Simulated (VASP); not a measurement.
MgS:

```
Mg S
1.0
     0.00000    2.84861    2.84861
     2.84861    0.00000    2.84861
     2.84861    2.84861    0.00000
Mg S
1 1
Direct
  0.00000 0.00000 0.00000
  0.75000 0.75000 0.75000
```

```yaml
Program: VASP 6.6.1
Task: relaxation of cell and atoms
Functional: r2SCAN
Potentials_or_basis: VASP PAW PBE potentials, release 64 (Mg, S)
Cutoff: 600 eV
k_mesh: 8 × 8 × 8
Occupations: fermi-dirac, width 0.02 eV
Spin: no spin polarisation
```

At the start: pressure -1.3 GPa; volume 23.12 Å³/atom.

Q: Where does the relaxation end?

A: Over 3 steps the energy falls by 2.2 meV/atom and the volume is 22.59 Å³/atom (-2.3 %); space group F-43m (No. 216, to 0.1 Å) before and after.

The path:
| step | energy change (eV) | largest force (eV/Å) | pressure (GPa) | volume (Å³) |
| --- | --- | --- | --- | --- |
| 1 | 0.0000 | 0.0000 | -1.34 | 46.23 |
| 2 | -0.0043 | 0.0000 | 0.31 | 44.95 |
| 3 | -0.0045 | 0.0000 | 0.01 | 45.18 |

Final structure:
```
CELL_PARAMETERS angstrom
0.00000 2.82680 2.82680
2.82680 0.00000 2.82680
2.82680 2.82680 0.00000
ATOMIC_POSITIONS crystal
Mg 0.00000 0.00000 0.00000
S 0.75000 0.75000 0.75000
```

Caveat: the PAW data sets were made with another functional, which shifts forces and pressure a little.
